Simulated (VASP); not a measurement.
Write the native input for VASP 6.6.1 that does the following.

```yaml
Task: single point
Functional: PBEsol
Potentials_or_basis: VASP PAW PBE potentials, release 64 (Nb_sv)
Cutoff: 520 eV
k_mesh: 2 × 2 × 2
Occupations: methfessel-paxton, width 0.1 eV
Spin: no spin polarisation
Dipole_correction: no
Further_INCAR_settings: LREAL = Auto; ALGO = Normal; EDIFF = 1e-06; NBANDS = 230
```

The structure of Nb lies in POSCAR:

```
Nb
1.0
    0.0000000000      6.6171497896      6.6171497896
    6.6171497896      0.0000000000      6.6171497896
    6.6171497896      6.6171497896      0.0000000000
Nb
32
Direct
    0.0000000000      0.0000000000      0.0000000000
    0.1250000000      0.1250000000      0.1250000000
    0.2500000000      0.2500000000      0.2500000000
    0.3750000000      0.3750000000      0.3750000000
    0.0000000000      0.0000000000      0.5000000000
    0.1250000000      0.1250000000      0.6250000000
    0.2500000000      0.2500000000      0.7500000000
    0.3750000000      0.3750000000      0.8750000000
    0.0000000000      0.5000000000      0.0000000000
    0.1250000000      0.6250000000      0.1250000000
    0.2500000000      0.7500000000      0.2500000000
    0.3750000000      0.8750000000      0.3750000000
    0.0000000000      0.5000000000      0.5000000000
    0.1250000000      0.6250000000      0.6250000000
    0.2500000000      0.7500000000      0.7500000000
    0.3750000000      0.8750000000      0.8750000000
    0.5000000000      0.0000000000      0.0000000000
    0.6250000000      0.1250000000      0.1250000000
    0.7500000000      0.2500000000      0.2500000000
    0.8750000000      0.3750000000      0.3750000000
    0.5000000000      0.0000000000      0.5000000000
    0.6250000000      0.1250000000      0.6250000000
    0.7500000000      0.2500000000      0.7500000000
    0.8750000000      0.3750000000      0.8750000000
    0.5000000000      0.5000000000      0.0000000000
    0.6250000000      0.6250000000      0.1250000000
    0.7500000000      0.7500000000      0.2500000000
    0.8750000000      0.8750000000      0.3750000000
    0.5000000000      0.5000000000      0.5000000000
    0.6250000000      0.6250000000      0.6250000000
    0.7500000000      0.7500000000      0.7500000000
    0.8750000000      0.8750000000      0.8750000000
```

The input as run:

INCAR

```
PREC     = Accurate       # precision mode
ENCUT    = 520            # plane-wave cutoff, eV
EDIFF    = 1E-6           # SCF threshold, eV
ISMEAR   = 1              # smearing method
SIGMA    = 0.1            # smearing width, eV
LREAL    = Auto         
LASPH    = T              # aspherical terms in the spheres
NELM     = 60             # most SCF steps
ALGO     = Normal         # electronic algorithm
ISIF     = 2              # what is computed and relaxed
LWAVE    = F              # write WAVECAR
LCHARG   = F              # write CHGCAR
GGA      = PS             # functional
NBANDS   = 230            # bands
```

KPOINTS

```
regular mesh
0
Gamma
  2 2 2
```

Potentials or basis: VASP PAW PBE potentials, release 64 (Nb_sv).

Launch:

```console
$ cat potpaw_PBE.64/Nb_sv/POTCAR > POTCAR
$ mpirun -np 1 vasp_std > vasp.out
```

It gave:

* Pressure: -6.5 GPa
* Band gap on the k mesh: zero (bands 208 and 209 overlap by 1.28 eV)

Caveat: the k points lie up to 0.41 Å⁻¹ apart, too coarse for converged energies and pressures of a metal; the PAW data sets were made with another functional, which shifts forces and pressure a little.

Wall time 18 min on 1 thread of AMD EPYC 7R13 Processor (Zen 3), on a shared host, peak memory 0.77 GiB.
